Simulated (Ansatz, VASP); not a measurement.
## One calculation of Ni, two programs

```
Ni
1.0
     0.00000    2.59989    2.59989
     2.59989    0.00000    2.59989
     2.59989    2.59989    0.00000
Ni
2
Direct
  0.12500 0.12500 0.12500
  0.87500 0.87500 0.87500
```

Alike in both runs: task single point; functional PBEsol; k mesh 12 × 12 × 12; occupations fermi-dirac, width 0.05 eV; collinear spin.

|  | VASP | Ansatz |
| --- | --- | --- |
| version | VASP 6.6.1 | Ansatz 0.2.0 |
| potentials or method | VASP PAW PBE potentials, release 64 (Ni), cutoff 520 eV | plane waves (420 eV) with PAW, scalar-relativistic |
| valence electrons in the cell | 20 | 36 |

|  | VASP | Ansatz | Ansatz less VASP |
| --- | --- | --- | --- |
| pressure (GPa) | -9.1 | -9.3 | -0.15 |
| net moment per atom (μB) | 0.79 | 0.80 | +0.014 |
| size of the moment on the site where the two differ most (μB) | 0.80 | 0.85 | +0.045 |

VASP's potentials were made for PBE, not for PBEsol, and Ansatz warns of the same on its side. Site moments also hang on the region over which each program counts them. VASP's potentials hold 20 valence electrons a cell and Ansatz's 36, so a difference there can come from the potentials and not from the codes.
